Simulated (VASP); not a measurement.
## TiO2: single point with PBE+U

TiO2:

```
CELL_PARAMETERS angstrom
4.54535 0.00000 0.00000
0.00000 5.51962 0.00000
0.00000 0.00000 4.90920
ATOMIC_POSITIONS crystal
Ti 0.00000 0.17299 0.75000
Ti 0.50000 0.32701 0.25000
Ti 0.00000 0.82701 0.25000
Ti 0.50000 0.67299 0.75000
O 0.27145 0.38172 0.91865
O 0.77145 0.11828 0.08135
O 0.22855 0.11828 0.41865
O 0.72855 0.38172 0.58135
O 0.27145 0.61828 0.41865
O 0.77145 0.88172 0.58135
O 0.22855 0.88172 0.91865
O 0.72855 0.61828 0.08135
```

- Program: VASP 6.6.1
- Task: single point
- Functional: PBE
- Potentials or basis: VASP PAW PBE potentials, release 64 (Ti_sv, O)
- Cutoff: 520 eV
- k mesh: 6 × 5 × 6
- Occupations: fermi-dirac, width 0.05 eV
- Spin: no spin polarisation
- Hubbard terms: Ti d U = 4.0 eV
- Dipole correction: no
- Further INCAR settings: ALGO = Normal; EDIFF = 1e-07; NBANDS = 60

```
Pressure               : 12.6 GPa
Largest force          : 0.525 eV/Å
Band gap on the k mesh : 3.08 eV (least direct gap 3.16 eV)
```

Forces in eV/Å, atoms in the order of the input:
```
Ti   0.000 -0.525  0.000
Ti   0.000  0.525  0.000
Ti   0.000  0.525  0.000
Ti   0.000 -0.525  0.000
O    0.106  0.374  0.022
O    0.106 -0.374 -0.022
O   -0.106 -0.374  0.022
O   -0.106  0.374 -0.022
O    0.106 -0.374  0.022
O    0.106  0.374 -0.022
O   -0.106  0.374  0.022
O   -0.106 -0.374 -0.022
```

Stress tensor (GPa, compression positive):
```
13.17  0.00  0.00
 0.00 11.11  0.00
 0.00  0.00 13.61
```

Levels at points of the mesh, in eV from the valence-band top:
| k point | band 46 | band 47 | band 48 | band 49 | band 50 | band 51 |
| --- | --- | --- | --- | --- | --- | --- |
| (0.00, 0.00, 0.00) | -0.40 | -0.03 | 0.00 | 3.16 | 3.20 | 3.26 |
| (0.50, 0.00, 0.00) | -0.44 | -0.24 | -0.24 | 3.57 | 3.57 | 3.76 |
| (0.00, 0.00, 0.50) | -0.39 | -0.31 | -0.31 | 3.08 | 3.08 | 3.57 |
| (0.50, 0.00, 0.50) | -0.50 | -0.50 | -0.50 | 3.45 | 3.45 | 3.45 |

Eigenvalues of the final occupation matrices:
| site | spin | trace | eigenvalues |
| --- | --- | --- | --- |
| site 1 d | 1 | 0.81 | 0.09 0.10 0.12 0.25 0.26 |
| site 1 d | 2 | 0.81 | 0.09 0.10 0.12 0.25 0.26 |
| site 2 d | 1 | 0.81 | 0.09 0.10 0.12 0.25 0.26 |
| site 2 d | 2 | 0.81 | 0.09 0.10 0.12 0.25 0.26 |
| site 3 d | 1 | 0.81 | 0.09 0.10 0.12 0.25 0.26 |
| site 3 d | 2 | 0.81 | 0.09 0.10 0.12 0.25 0.26 |
| site 4 d | 1 | 0.81 | 0.09 0.10 0.12 0.25 0.26 |
| site 4 d | 2 | 0.81 | 0.09 0.10 0.12 0.25 0.26 |

Wall time 6.5 min on 1 thread of Oxide Virtual Turin-like Processor, on a shared host, peak memory 0.35 GiB.

Caveat: the cell stands under pressure; an odd mesh through Γ misses points on the zone boundary, where band edges can lie.
